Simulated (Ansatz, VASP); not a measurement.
**Ca in VASP and in Ansatz**

```xyz
1
Lattice="0.0000 2.7942 2.7942 2.7942 0.0000 2.7942 2.7942 2.7942 0.0000" Properties=species:S:1:pos:R:3 pbc="T T T"
Ca    0.0000    0.0000    0.0000
```

Alike in both runs: task single point; functional BLYP; dispersion D4; k mesh 8 × 8 × 8; occupations fermi-dirac, width 0.1 eV; no spin polarisation.

|  | VASP | Ansatz |
| --- | --- | --- |
| version | VASP 6.6.1 | Ansatz 0.2.0 |
| potentials or method | VASP PAW PBE potentials, release 64 (Ca_sv) | Ansatz PAW polarizable |
| plane-wave cutoff (eV) | 500 | 420 |
| valence electrons in the cell | 10 | 10 |

```csv
,VASP,Ansatz,Ansatz less VASP
gap on the k mesh at the Fermi level (eV),none,none,-
pressure (GPa),-1.4,-1.4,-0.01
```

VASP's potentials were made for PBE, not for BLYP. A gap of «none» marks a metal or a gap that the smearing closes.
